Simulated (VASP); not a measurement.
# PbSe (Cmcm) in VASP: further runs

Runs on PbSe. Level: LDA. Tasks: single point.

All numbers are computed with VASP 6.6.1; they aren't measurements. Logs are shortened: lines on timing, memory, paths and dates and some standing lists are left out, and cuts for length are marked.

### 1 The cell of the first run

Symmetry: Cmcm, No. 63, orthorhombic system. The conventional cell has a = 4.366 Å, b = 12.429 Å, c = 4.509 Å, α = 90.00°, β = 90.00°, γ = 90.00°. Pb (site symmetry m2m) has 5 Se at 2.85 to 3.14 Å within 3.8 Å. Within 3.8 Å of Se (site symmetry m2m) lie 5 Pb at 2.85 to 3.14 Å.

### 2 Single point, LDA

File INCAR:

```
PREC = Accurate ; ENCUT = 520
EDIFF = 1E-6 ; ISMEAR = 0
SIGMA = 0.01 ; LREAL = F
LASPH = T ; NELM = 100
ALGO = Normal ; ISIF = 2
LWAVE = F ; LCHARG = F
NBANDS = 28
```

File KPOINTS:

```
regular mesh
0
Gamma
  6 6 4
```

File POSCAR:

```
PbSe
1.0
    2.1832338966     -6.2146660856      0.0000000000
    2.1832338966      6.2146660856      0.0000000000
    0.0000000000      0.0000000000      4.5090598477
Pb Se
2 2
Direct
    0.6317610000      0.3682390000      0.7500000000
    0.3682390000      0.6317610000      0.2500000000
    0.8612900000      0.1387100000      0.7500000000
    0.1387100000      0.8612900000      0.2500000000
```

Potentials or basis: VASP PAW LDA potentials, release 64 (Pb_d, Se).

Command:

```sh
cat potpaw_LDA.64/Pb_d/POTCAR potpaw_LDA.64/Se/POTCAR > POTCAR
mpirun -np 1 vasp_std > vasp.out
```

OUTCAR:

```text
PREC = Accurate
   ENCUT = 520
   EDIFF = 1E-6
   ISMEAR = 0
   LREAL = F
   LASPH = T
   NELM = 100
   ISIF = 2

 ion  position               nearest neighbor table
   1  0.632  0.368  0.750-   3 2.85   4 3.14   4 3.14   4 3.14   4 3.14   2 3.98   2 3.98
   2  0.368  0.632  0.250-   4 2.85   3 3.14   3 3.14   3 3.14   3 3.14   1 3.98   1 3.98
   3  0.861  0.139  0.750-   1 2.85   2 3.14   2 3.14   2 3.14   2 3.14
   4  0.139  0.861  0.250-   2 2.85   1 3.14   1 3.14   1 3.14   1 3.14

  LATTYP: Found a base centered orthorhombic cell.
 ALAT       =     4.3664677932
 B/A-ratio  =     2.8465415892
 C/A-ratio  =     1.0326561562

  Lattice vectors:

 A1 = (   2.1832338966,  -6.2146660856,   0.0000000000)
 A2 = (   2.1832338966,   6.2146660856,   0.0000000000)
 A3 = (   0.0000000000,   0.0000000000,   4.5090598477)

Analysis of symmetry for initial positions (statically):
=====================================================================
 Subroutine PRICEL returns:
 Original cell was already a primitive cell.

 Routine SETGRP: Setting up the symmetry group for a
 base centered orthorhombic supercell.

 Subroutine GETGRP returns: Found  8 space group operations
 (whereof  4 operations were pure point group operations)
 out of a pool of  8 trial point group operations.

The static configuration has the point symmetry C_2h.
 The point group associated with its full space group is D_2h.

Analysis of symmetry for dynamics (positions and initial velocities):
=====================================================================
 Subroutine PRICEL returns:
 Original cell was already a primitive cell.

 Routine SETGRP: Setting up the symmetry group for a
 base centered orthorhombic supercell.

 Subroutine GETGRP returns: Found  8 space group operations
 (whereof  4 operations were pure point group operations)
 out of a pool of  8 trial point group operations.

The dynamic configuration has the point symmetry C_2h.
 The point group associated with its full space group is D_2h.

 Subroutine INISYM returns: Found  8 space group operations
 (whereof  4 operations are pure point group operations),
 and found     1 'primitive' translations

----------------------------------------------------------------------------------------

                                     Primitive cell

  volume of cell :     122.3585

  direct lattice vectors                    reciprocal lattice vectors
     2.183233897 -6.214666086  0.000000000     0.229018064 -0.080454846  0.000000000
     2.183233897  6.214666086  0.000000000     0.229018064  0.080454846  0.000000000
     0.000000000  0.000000000  4.509059848     0.000000000  0.000000000  0.221775721

  length of vectors
     6.587001200  6.587001200  4.509059848     0.242739069  0.242739069  0.221775721

  position of ions in fractional coordinates (direct lattice)
     0.631761000  0.368239000  0.750000000
     0.368239000  0.631761000  0.250000000
     0.861290000  0.138710000  0.750000000
     0.138710000  0.861290000  0.250000000

  ion indices of the primitive-cell ions
   primitive index   ion index
                 1           1
                 2           2
                 3           3
                 4           4

----------------------------------------------------------------------------------------

 KPOINTS: regular mesh

Automatic generation of k-mesh.
 Grid dimensions read from file:
 generate k-points for:    6    6    4

 Generating k-lattice:

  Cartesian coordinates                     Fractional coordinates (reciprocal lattice)
     0.038169677 -0.013409141  0.000000000     0.166666667  0.000000000  0.000000000
     0.038169677  0.013409141  0.000000000     0.000000000  0.166666667  0.000000000
     0.000000000  0.000000000  0.055443930     0.000000000  0.000000000  0.250000000

  Length of vectors
     0.040456512  0.040456512  0.055443930

  Shift w.r.t. Gamma in fractional coordinates (k-lattice)
     0.000000000  0.000000000  0.000000000

 Subroutine IBZKPT returns following result:
 ===========================================

 Found     39 irreducible k-points:

 Following reciprocal coordinates:
            Coordinates               Weight
  0.000000  0.000000  0.000000      1.000000
  0.166667  0.000000  0.000000      4.000000
  0.333333  0.000000  0.000000      4.000000
  0.500000  0.000000  0.000000      2.000000
  0.166667  0.166667  0.000000      2.000000
  0.333333  0.166667  0.000000      4.000000
[... 16 lines left out ...]
  0.333333  0.333333  0.250000      4.000000
  0.500000  0.333333  0.250000      8.000000
 [... further k-points ...]
   k-points           NKPTS =     39   k-points in BZ     NKDIM =     39   number of bands    NBANDS=     28
   number of dos      NEDOS =    301   number of ions     NIONS =      4
   total plane-waves  NPLWV =  90000
   dimension x,y,z NGX =    50 NGY =   50 NGZ =   36
   dimension x,y,z NGXF=   100 NGYF=  100 NGZF=   72
   ions per type =               2   2
   NGX,Y,Z   is equivalent  to a cutoff of  12.62, 12.62, 13.27 a.u.
   NGXF,Y,Z  is equivalent  to a cutoff of  25.24, 25.24, 26.55 a.u.
 SYSTEM =  unknown system
   PREC   = accura    normal or accurate (medium, high low for compatibility)
   ISTART =      0    job   : 0-new  1-cont  2-samecut
   ICHARG =      2    charge: 1-file 2-atom 10-const
   ISPIN  =      1    spin polarized calculation?
   LNONCOLLINEAR =      F non collinear calculations
   LSORBIT =      F    spin-orbit coupling
   LASPH  =      T    aspherical Exc in radial PAW
   ENCUT  =  520.0 eV  38.22 Ry    6.18 a.u.  12.25 12.25  8.38*2*pi/ulx,y,z
   NELM   =    100;   NELMIN=  2; NELMDL= -5     # of ELM steps
   EDIFF  = 0.1E-05   stopping-criterion for ELM
   LREAL  =      F    real-space projection
   EDIFFG = 0.1E-04   stopping-criterion for IOM
   NSW    =      0    number of steps for IOM
   IBRION =     -1    ionic relax: 0-MD 1-quasi-New 2-CG
   NFREE  =      0    steps in history (QN), initial steepest desc. (CG)
   ISIF   =      2    stress and relaxation
   ISYM   =      2    0-nonsym 1-usesym 2-fastsym
   POTIM  = 0.5000    time-step for ionic-motion
   TEBEG  =    0.0;   TEEND  =   0.0 temperature during run
   PSTRESS=    0.0 pullay stress
   NELECT =      40.0000    total number of electrons
   NUPDOWN=      -1.0000    fix difference up-down
   EMIN   =  10.00;   EMAX   =-10.00  energy-range for DOS
   EFERMI =   0.00;   METHOD = LEGACY
   ISMEAR =     0;   SIGMA  =   0.01  broadening in eV -4-tet -1-fermi 0-gaus
   EFERMI_NEDOS =   21; number of points for ismear=-14 and -15
   IALGO  =     38    algorithm
   IMIX   =      4    mixing-type and parameters
     AMIX     =   0.40;   BMIX     =  1.00
     AMIX_MAG =   1.60;   BMIX_MAG =  1.00
  volume/ion in A,a.u.               =      30.59       206.43
  Fermi-wavevector in a.u.,A,eV,Ry     =   1.127760  2.131158 17.304479  1.271843
  Thomas-Fermi vector in A             =   2.264448
   LORBIT       =      0    0 simple, 1 ext, 2 COOP (PROOUT), +10 PAW based schemes
   GGA     = CA    functional components
   LHFCALC =     F    Hartree Fock is set to
   AEXX    =    0.0000 exact exchange contribution
   IVDW    =     0    specifies the selected vdW correction
   LEPSILON=     F    determine dielectric tensor
   LRPA    =     F    only Hartree local field effects (RPA)
 non-spin polarized calculation
 Gauss-broadening in eV      SIGMA  =   0.01
  energy-cutoff  :      520.00
  volume of cell :      122.36
 maximum number of plane-waves:      3312
 NGX is ok and might be reduce to    50
   NGX = 25   NGY = 25   NGZ = 17

 number of electron      40.0000001 magnetization

 Free energy of the ion-electron system (eV)
  ---------------------------------------------------
  ext. energy  EPLUGINS =         0.00000000
  ---------------------------------------------------
  free energy    TOTEN  =       -18.53217328 eV

  energy without entropy =      -18.53217328  energy(sigma->0) =      -18.53217328

 E-fermi :   3.6792     XC(G=0):  -9.5681

 val. band max:        3.6368427722   @ k =   0.0000   0.0000   0.5000
 cond. band min:       4.7711074763   @ k =   0.5000   0.5000   0.0000
 fundamental gap:      1.1342647041
 Fermi energy:         3.6792193507

 k-point     1 :       0.0000    0.0000    0.0000
  band No.  band energies     occupation
      1     -12.6923      2.00000
      2     -12.6241      2.00000
      3     -12.6182      2.00000
      4     -12.6177      2.00000
      5     -12.6013      2.00000
      6     -12.5955      2.00000
[... 20 lines left out ...]
     27       8.9622      0.00000
     28      10.5066      0.00000

 k-point     2 :       0.1667    0.0000    0.0000
  band No.  band energies     occupation
      1     -12.6815      2.00000
      2     -12.6197      2.00000
      3     -12.6178      2.00000
      4     -12.6089      2.00000
      5     -12.6066      2.00000
      6     -12.5972      2.00000
[... 20 lines left out ...]
     27       9.5129      0.00000
     28      10.8246      0.00000

 k-point     3 :       0.3333    0.0000    0.0000
  band No.  band energies     occupation
      1     -12.6568      2.00000
      2     -12.6208      2.00000
      3     -12.6174      2.00000
      4     -12.6174      2.00000
      5     -12.5980      2.00000
      6     -12.5966      2.00000
[... 20 lines left out ...]
     27      11.1710      0.00000
     28      11.5038      0.00000

 k-point     4 :       0.5000    0.0000    0.0000
  band No.  band energies     occupation
      1     -12.6352      2.00000
      2     -12.6290      2.00000
      3     -12.6234      2.00000
      4     -12.6232      2.00000
      5     -12.5975      2.00000
      6     -12.5953      2.00000
[... 578 lines left out ...]
     27       9.8018      0.00000
     28      11.3572      0.00000

 k-point    23 :       0.3333    0.3333    0.2500
  band No.  band energies     occupation
      1     -12.6662      2.00000
      2     -12.6480      2.00000
      3     -12.6179      2.00000
      4     -12.6066      2.00000
      5     -12.5971      2.00000
      6     -12.5932      2.00000
[... 20 lines left out ...]
     27      10.2132      0.00000
     28      10.5922      0.00000

 k-point    24 :       0.5000    0.3333    0.2500
  band No.  band energies     occupation
      1     -12.6685      2.00000
      2     -12.6267      2.00000
      3     -12.6168      2.00000
      4     -12.6067      2.00000
      5     -12.6012      2.00000
      6     -12.5960      2.00000
[... 20 lines left out ...]
     27      10.5587      0.00000
     28      11.0106      0.00000

 [... further k-points ...]
[... 5 lines left out ...]
  --------------------------------------------------------------------------------------
  -------------------------------------------------------------------------------------
  Total       -3.6808529     -3.3218637     -3.8036162      0.0000000     -0.0000000      0.0000000
  in kB      -48.1975522    -43.4969025    -49.8050301      0.0000000     -0.0000000      0.0000000
  external PRESSURE =     -47.1664949 kB  Pullay stress =       0.0000000 kB

 VOLUME and BASIS-vectors are now :
 -----------------------------------------------------------------------------
  energy-cutoff  :      520.00
  volume of cell :      122.36
      direct lattice vectors                 reciprocal lattice vectors
     2.183233897 -6.214666086  0.000000000     0.229018064 -0.080454846  0.000000000
     2.183233897  6.214666086  0.000000000     0.229018064  0.080454846  0.000000000
     0.000000000  0.000000000  4.509059848     0.000000000  0.000000000  0.221775721

 POSITION                                       TOTAL-FORCE (eV/Angst)
 -----------------------------------------------------------------------------------
      2.18323     -1.63770      3.38179         0.000000     -0.272168     -0.000000
      2.18323      1.63770      1.12726         0.000000      0.272168      0.000000
      2.18323     -4.49059      3.38179         0.000000      0.168406      0.000000
      2.18323      4.49059      1.12726         0.000000     -0.168406     -0.000000
 -----------------------------------------------------------------------------------
    total drift:                                0.000000     -0.000000      0.000000

  FREE ENERGIE OF THE ION-ELECTRON SYSTEM (eV)
  ---------------------------------------------------
  free  energy   TOTEN  =       -18.5321732792 eV

  energy  without entropy=      -18.5321732792  energy(sigma->0) =      -18.53217328
```

Wall time 1.9 min (1 thread of Intel Xeon Platinum 8259CL at 2.50GHz (Skylake/Cascade Lake), shared host); peak memory 0.29 GiB.

Results:

```
Free energy            : -18.5322 eV
Pressure               : -4.7 GPa
Largest force          : 0.272 eV/Å
Band gap on the k mesh : 1.13 eV, indirect (least direct gap 1.36 eV)
```

Forces in eV/Å, atoms in the order of the input:
```
Pb   0.000 -0.272  0.000
Pb   0.000  0.272  0.000
Se   0.000  0.168  0.000
Se   0.000 -0.168  0.000
```

Levels at points of the mesh, in eV from the valence-band top:
| k point | band 18 | band 19 | band 20 | band 21 | band 22 | band 23 |
| --- | --- | --- | --- | --- | --- | --- |
| (0.00, 0.00, 0.00) | -1.37 | -1.12 | -0.28 | 4.35 | 4.52 | 4.54 |
| (0.50, 0.00, 0.00) | -0.76 | -0.42 | -0.19 | 1.47 | 1.62 | 1.86 |
| (0.50, 0.50, 0.00) | -1.58 | -0.92 | -0.47 | 1.13 | 4.16 | 4.35 |
| (0.00, 0.00, 0.50) | -0.72 | 0.00 | 0.00 | 1.51 | 1.51 | 2.35 |
| (0.50, 0.00, 0.50) | -2.81 | -1.12 | -1.12 | 3.12 | 3.12 | 5.25 |
| (0.50, 0.50, 0.50) | -0.83 | -0.34 | -0.34 | 1.24 | 1.24 | 2.77 |

Caveat: spin-orbit coupling is left out, which moves the levels of the heavy elements.

### 3 Single point, LDA

This run uses another cell than the first one, of 31.77 Å³/atom, 1.038 times its volume.

File INCAR:

```
ALGO = Normal
EDIFF = 1E-6
ENCUT = 520
ISIF = 2
ISMEAR = 0
LASPH = T
LCHARG = T
LELF = T
LREAL = F
LVHAR = T
LWAVE = F
NBANDS = 28
NELM = 80
PREC = Accurate
SIGMA = 0.01
```

File KPOINTS:

```
k-points
0
Gamma
  6 6 4
```

File POSCAR:

```
PbSe
1.0
    2.2108727028     -6.2933410969      0.0000000000
    2.2108727028      6.2933410969      0.0000000000
    0.0000000000      0.0000000000      4.5661426145
Pb Se
2 2
Direct
    0.6317610000      0.3682390000      0.7500000000
    0.3682390000      0.6317610000      0.2500000000
    0.8612900000      0.1387100000      0.7500000000
    0.1387100000      0.8612900000      0.2500000000
```

Potentials or basis: VASP PAW LDA potentials, release 64 (Pb_d, Se).

Command:

```sh
cat potpaw_LDA.64/Pb_d/POTCAR potpaw_LDA.64/Se/POTCAR > POTCAR
mpirun -np 1 vasp_std > vasp.out
```

Wall time 2 min (1 thread of Intel Xeon Platinum 8259CL at 2.50GHz (Skylake/Cascade Lake), shared host); peak memory 0.3 GiB.

Results (log left out):

```yaml
Free_energy: -18.3768 eV
Pressure: -5.9 GPa
Largest_force: 0.433 eV/Å
Band_gap_on_the_k_mesh: 1.17 eV, indirect (least direct gap 1.33 eV)
```

Forces in eV/Å, atoms in the order of the input:
```
Pb   0.000 -0.433  0.000
Pb   0.000  0.433  0.000
Se   0.000  0.285  0.000
Se   0.000 -0.285  0.000
```

Stress tensor (GPa, compression positive):
```
-6.01  0.00  0.00
 0.00 -5.50  0.00
 0.00  0.00 -6.15
```

Levels at points of the mesh, in eV from the valence-band top:
```csv
k point,band 17,band 18,band 19,band 20,band 21,band 22,band 23,band 24
"(0.00, 0.00, 0.00)",-1.79,-1.24,-1.00,-0.22,4.27,4.44,4.55,4.99
"(0.50, 0.00, 0.00)",-0.91,-0.66,-0.40,-0.16,1.47,1.63,1.88,2.59
"(0.50, 0.50, 0.00)",-1.48,-1.47,-0.82,-0.41,1.17,4.09,4.29,4.64
"(0.00, 0.00, 0.50)",-0.63,-0.63,0.00,0.00,1.53,1.53,2.36,2.36
"(0.50, 0.00, 0.50)",-2.61,-2.61,-1.03,-1.03,3.11,3.11,5.11,5.11
"(0.50, 0.50, 0.50)",-0.74,-0.74,-0.29,-0.29,1.20,1.20,2.75,2.75
```

Caveat: spin-orbit coupling is left out, which moves the levels of the heavy elements. A k mesh can miss the band edges.

### 4 Single point, LDA

This run uses another cell than the first one, of 32.94 Å³/atom, 1.077 times its volume.

File INCAR:

```
SYSTEM = PbSe
PREC = Accurate ; ENCUT = 520
EDIFF = 1E-6 ; ISMEAR = 0
SIGMA = 0.01 ; LREAL = .FALSE.
LASPH = .TRUE. ; NELM = 100
ALGO = Normal ; ISIF = 2
LWAVE = .FALSE. ; LCHARG = .FALSE.
NBANDS = 28
```

File KPOINTS:

```
Automatic mesh
0
G
  6 6 4
  0 0 0
```

File POSCAR:

```
PbSe
1.0
    2.2378372225     -6.3700967237      0.0000000000
    2.2378372225      6.3700967237      0.0000000000
    0.0000000000      0.0000000000      4.6218327691
Pb Se
2 2
Direct
    0.6317610000      0.3682390000      0.7500000000
    0.3682390000      0.6317610000      0.2500000000
    0.8612900000      0.1387100000      0.7500000000
    0.1387100000      0.8612900000      0.2500000000
```

Command:

```sh
cat potpaw_LDA.64/Pb_d/POTCAR potpaw_LDA.64/Se/POTCAR > POTCAR
mpirun -np 1 vasp_std > vasp.out
```

It took 2 min on 1 thread of Intel Xeon Platinum 8259CL at 2.50GHz (Skylake/Cascade Lake), shared host; peak memory 0.3 GiB.

Results (log left out):

```yaml
Free_energy: -18.1909 eV
Pressure: -6.8 GPa
Largest_force: 0.573 eV/Å
Band_gap_on_the_k_mesh: 1.17 eV, indirect (least direct gap 1.30 eV)
```

Forces on the atoms (eV/Å):
```
Pb   0.000 -0.573  0.000
Pb   0.000  0.573  0.000
Se   0.000  0.386  0.000
Se   0.000 -0.386  0.000
```

Stress tensor (GPa, compression positive):
```
-6.95  0.00  0.00
 0.00 -6.41  0.00
 0.00  0.00 -7.07
```

Levels at points of the mesh, in eV from the valence-band top:
```
           k point  band 17  band 18  band 19  band 20  band 21  band 22  band 23  band 24
(0.00, 0.00, 0.00)    -1.65    -1.12    -0.90    -0.17     4.19     4.35     4.54     4.86
(0.50, 0.00, 0.00)    -0.81    -0.57    -0.39    -0.14     1.46     1.64     1.90     2.55
(0.50, 0.50, 0.00)    -1.40    -1.35    -0.72    -0.35     1.19     4.01     4.22     4.53
(0.00, 0.00, 0.50)    -0.54    -0.54     0.00     0.00     1.54     1.54     2.37     2.37
(0.50, 0.00, 0.50)    -2.43    -2.43    -0.94    -0.94     3.09     3.09     4.97     4.97
(0.50, 0.50, 0.50)    -0.65    -0.65    -0.26    -0.26     1.17     1.17     2.73     2.73
```

Caveat: spin-orbit coupling is left out, which moves the levels of the heavy elements. A k mesh can miss the band edges.

### 5 Overview

| cell | gap on the mesh (eV) | pressure (GPa) | largest force (eV/Å) |
| --- | --- | --- | --- |
| a = 6.587, b = 6.587, c = 4.509 Å, angles 90.0, 90.0, 141.3°, 4 atoms | 1.13 | -4.7 | 0.27 |
| a = 6.670, b = 6.670, c = 4.566 Å, angles 90.0, 90.0, 141.3°, 4 atoms | 1.17 | -5.9 | 0.43 |
| a = 6.752, b = 6.752, c = 4.622 Å, angles 90.0, 90.0, 141.3°, 4 atoms | 1.17 | -6.8 | 0.57 |

Alike in all rows: task single point; level LDA; potentials or basis VASP PAW LDA potentials, release 64 (Pb_d, Se); no spin polarisation; k mesh 6 × 6 × 4; cutoff (eV) 520; smearing gaussian 0.01 eV.

Caveats: spin-orbit coupling is left out, which moves the levels of the heavy elements.

Total energies depend on the potentials used, so only differences within one code and one set of settings carry meaning.
